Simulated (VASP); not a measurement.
# Al: single point with PBEsol

Al:

```
Al
1.0
     2.78809    0.00000    0.00000
    -1.39404    2.41456    0.00000
     0.00000    0.00000    9.21808
Al
4
Direct
  0.00000 0.00000 0.00000
  0.00000 0.00000 0.50000
  0.33333 0.66667 0.25000
  0.66667 0.33333 0.75000
```

| Property | Result |
| --- | --- |
| Program | VASP 6.6.1 |
| Task | single point |
| Functional | PBEsol |
| Potentials or basis | VASP PAW PBE potentials, release 64 (Al) |
| Cutoff | 520 eV |
| k mesh | 9 × 9 × 3 |
| Occupations | fermi-dirac, width 0.1 eV |
| Spin | no spin polarisation |

```
Pressure               : 4.1 GPa
Band gap on the k mesh : zero (band 6 reaches 12.48 eV, above the bottom of band 7 at 7.26 eV)
```

Levels at points of the mesh, in eV from the Fermi level:
```csv
k point,band 2,band 3,band 4,band 5,band 6,band 7,band 8,band 9
"(0.00, 0.00, 0.00)",-9.77,-9.77,-4.85,-4.55,3.38,3.40,11.39,11.39
```

Wall time 36 s on 1 thread of AMD EPYC 7R13, with other jobs on the host, peak memory 0.15 GiB.

Caveat: the PAW data sets were made with another functional, which shifts forces and pressure a little.
